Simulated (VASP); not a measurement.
# Au (Im-3m) in VASP: a series of runs, part 2 of 2

VASP 6.6.1. The steps go on from the part before.

### Step 5. Single point, PBEsol (volume scaled by 1.10)

INCAR reads:

```
ALGO = Fast
EDIFF = 1E-7
ENCUT = 520
GGA = PS
ISIF = 2
ISMEAR = 0
LASPH = True
LCHARG = False
LREAL = False
LWAVE = False
NBANDS = 12
NELM = 100
PREC = Accurate
SIGMA = 0.1
```

KPOINTS reads:

```
k-points
0
Gamma
  18 18 18
```

POSCAR reads:

```
Au
1.0
   -1.6734018306      1.6734018306      1.6734018306
    1.6734018306     -1.6734018306      1.6734018306
    1.6734018306      1.6734018306     -1.6734018306
Au
1
Direct
    0.0000000000      0.0000000000      0.0000000000
```

Potentials or basis: VASP PAW PBE potentials, release 64 (Au).

Command:

```console
> cat potpaw_PBE.64/Au/POTCAR > POTCAR
> mpirun -np 1 vasp_std > vasp.out
```

OUTCAR:

```text
EDIFF = 1E-7
   ENCUT = 520
   GGA = PS
   ISIF = 2
   ISMEAR = 0
   LASPH = True
   LREAL = False
   NELM = 100
   PREC = Accurate

 ion  position               nearest neighbor table
   1  0.000  0.000  0.000-

  LATTYP: Found a body centered cubic cell.
 ALAT       =     3.3468036612

  Lattice vectors:

 A1 = (  -1.6734018306,   1.6734018306,   1.6734018306)
 A2 = (   1.6734018306,  -1.6734018306,   1.6734018306)
[... 540 lines left out ...]
     11      29.9210      0.00000
     12      30.0341      0.00000

 [... further k-points ...]

------------------------ aborting loop because EDIFF is reached ----------------------------------------

  FORCE on cell =-STRESS in cart. coord.  units (eV):
  Direction    XX          YY          ZZ          XY          YZ          ZX
  --------------------------------------------------------------------------------------
  -------------------------------------------------------------------------------------
  Total       -1.4903412     -1.4903412     -1.4903412      0.0000000     -0.0000000     -0.0000000
  in kB     -127.3900701   -127.3900701   -127.3900701      0.0000000     -0.0000000     -0.0000000
  external PRESSURE =    -127.3900701 kB  Pullay stress =       0.0000000 kB

 VOLUME and BASIS-vectors are now :
 -----------------------------------------------------------------------------
  energy-cutoff  :      520.00
  volume of cell :       18.74
      direct lattice vectors                 reciprocal lattice vectors
    -1.673401831  1.673401831  1.673401831     0.000000000  0.298792550  0.298792550
     1.673401831 -1.673401831  1.673401831     0.298792550  0.000000000  0.298792550
     1.673401831  1.673401831 -1.673401831     0.298792550  0.298792550  0.000000000

 POSITION                                       TOTAL-FORCE (eV/Angst)
 -----------------------------------------------------------------------------------
      0.00000      0.00000      0.00000         0.000000      0.000000     -0.000000
 -----------------------------------------------------------------------------------
    total drift:                               -0.000000      0.000000      0.000000

  FREE ENERGIE OF THE ION-ELECTRON SYSTEM (eV)
  ---------------------------------------------------
  free  energy   TOTEN  =        -3.8288347817 eV

  energy  without entropy=       -3.8275344952  energy(sigma->0) =       -3.82818464
```

OSZICAR:

```text
N       E                     dE             d eps       ncg     rms          rms(c)
DAV:   1     0.471102741745E+02    0.47110E+02   -0.54840E+03  4912   0.806E+02
DAV:   2    -0.348374799374E+01   -0.50594E+02   -0.47718E+02  5496   0.180E+02
DAV:   3    -0.417280244242E+01   -0.68905E+00   -0.68822E+00  5540   0.203E+01
DAV:   4    -0.417512738548E+01   -0.23249E-02   -0.23249E-02  5332   0.136E+00
DAV:   5    -0.417514538429E+01   -0.17999E-04   -0.17999E-04  5496   0.116E-01    0.698E+00
RMM:   6    -0.384694818650E+01    0.32820E+00   -0.42606E-01  4694   0.532E+00    0.452E+00
RMM:   7    -0.383131121280E+01    0.15637E-01   -0.32266E-02  4973   0.167E+00    0.257E+00
RMM:   8    -0.382894670831E+01    0.23645E-02   -0.30722E-03  5139   0.475E-01    0.435E-01
RMM:   9    -0.382883153942E+01    0.11517E-03   -0.57128E-04  5381   0.199E-01    0.906E-02
RMM:  10    -0.382883605587E+01   -0.45165E-05   -0.73172E-05  5344   0.651E-02    0.595E-02
RMM:  11    -0.382883472273E+01    0.13331E-05   -0.10808E-05  5359   0.244E-02    0.109E-02
RMM:  12    -0.382883479280E+01   -0.70072E-07   -0.15731E-06  5126   0.835E-03    0.909E-03
RMM:  13    -0.382883478174E+01    0.11057E-07   -0.35762E-07  4465   0.401E-03
   1 F= -.38288348E+01 E0= -.38281846E+01  d E =-.130029E-02
```

Wall time 59 s (1 thread of AMD EPYC 7R13, shared host); peak memory 0.14 GiB.

What came out:

```
Free energy : -3.8288 eV
Pressure    : -12.7 GPa
```

Levels at points of the mesh, in eV from the Fermi level:
| k point | band 1 | band 2 | band 3 | band 4 | band 5 | band 6 | band 7 | band 8 | band 9 | band 10 |
| --- | --- | --- | --- | --- | --- | --- | --- | --- | --- | --- |
| (0.00, 0.00, 0.00) | -9.00 | -4.42 | -4.42 | -4.42 | -2.75 | -2.75 | 16.39 | 16.39 | 16.39 | 22.55 |
| (0.50, 0.00, 0.00) | -6.50 | -5.36 | -2.88 | -2.59 | -1.45 | -0.35 | 2.97 | 12.21 | 13.15 | 20.38 |
| (0.50, 0.50, 0.50) | -6.07 | -6.07 | -1.78 | -1.78 | -1.78 | 6.10 | 6.10 | 6.10 | 8.54 | 14.93 |

Caveat: the cell differs from its parent crystal (volume scaled by 1.10); the PAW data sets were made with another functional, which shifts forces and pressure a little; spin-orbit coupling is left out, which moves the levels of the heavy elements.

### Step 6. Relaxation of cell and atoms, PBEsol

INCAR reads:

```
SYSTEM = Au
PREC = Accurate
ENCUT = 600
EDIFF = 1E-6
ISMEAR = 0
SIGMA = 0.1
LREAL = .False.
LASPH = .True.
NELM = 100
ALGO = Normal
ISIF = 3
LWAVE = .False.
LCHARG = .False.
GGA = PS
IBRION = 2
NSW = 100
EDIFFG = -0.005
```

KPOINTS reads:

```
Automatic mesh
0
Gamma
  18 18 18
  0 0 0
```

POSCAR reads:

```
Au
1.0
   -1.6205996783      1.6205996783      1.6205996783
    1.6205996783     -1.6205996783      1.6205996783
    1.6205996783      1.6205996783     -1.6205996783
Au
1
Direct
    0.0000000000      0.0000000000      0.0000000000
```

Potentials or basis: VASP PAW PBE potentials, release 64 (Au).

Command:

```console
> cat potpaw_PBE.64/Au/POTCAR > POTCAR
> mpirun -np 1 vasp_std > vasp.out
```

Run time: 63 s. Hardware: 1 thread of AMD EPYC 7R13, shared host; peak memory 0.14 GiB.

It converged, with:

- Free energy: -3.9049 eV
- Relaxed volume: 17.02 Å³/atom
- Relaxed cell: a = 2.807 Å, b = 2.807 Å, c = 2.807 Å, α = 109.47°, β = 109.47°, γ = 109.47°
- Space group after relaxing (to 0.05 Å): Im-3m (No. 229)
- Energy gained by relaxing: 0.0 meV/atom
- Ionic steps: 3
- Pressure after relaxing: 0.0 GPa

Final structure:
```yaml
crystal:
  lattice:
    - [-1.62042, 1.62042, 1.62042]
    - [1.62042, -1.62042, 1.62042]
    - [1.62042, 1.62042, -1.62042]
  atoms:
    - { symbol: Au, position: [0.00000, 0.00000, 0.00000] }
```

Levels at points of the mesh, in eV from the Fermi level:
| k point | band 2 | band 3 | band 4 | band 5 | band 6 | band 7 | band 8 | band 9 |
| --- | --- | --- | --- | --- | --- | --- | --- | --- |
| (0.00, 0.00, 0.00) | -4.89 | -4.89 | -4.89 | -2.94 | -2.94 | 16.48 | 16.48 | 16.48 |
| (0.50, 0.00, 0.00) | -6.00 | -3.09 | -2.73 | -1.38 | -0.72 | 3.54 | 12.33 | 13.87 |
| (0.50, 0.50, 0.50) | -6.87 | -1.77 | -1.77 | -1.77 | 6.23 | 6.23 | 6.23 | 9.70 |

Caveat: the PAW data sets were made with another functional, which shifts forces and pressure a little; spin-orbit coupling is left out, which moves the levels of the heavy elements.

### Step 7. The runs side by side

| task | cell | cutoff (eV) | gap on the mesh (eV) | pressure (GPa) |
| --- | --- | --- | --- | --- |
| single point | a = 2.808 Å, angles 109.5°, 1 atom | 520 | none | -0.3 |
| single point | a = 2.836 Å, angles 109.5°, 1 atom | 520 | none | -5.0 |
| single point | a = 2.863 Å, angles 109.5°, 1 atom | 520 | none | -8.8 |
| single point | a = 2.898 Å, angles 109.5°, 1 atom | 520 | none | -12.7 |
| relaxation of cell and atoms | relaxed from a = 2.807 Å, angles 109.5°, 1 atom | 600 | none | 0.0 |

Alike in all rows: level PBEsol; potentials or basis VASP PAW PBE potentials, release 64 (Au); no spin polarisation; k mesh 18 × 18 × 18; smearing gaussian 0.1 eV.

Caveats: the PAW data sets were made with another functional, which shifts forces and pressure a little; spin-orbit coupling is left out, which moves the levels of the heavy elements.

Total energies depend on the potentials used, so only differences within one code and one set of settings carry meaning.
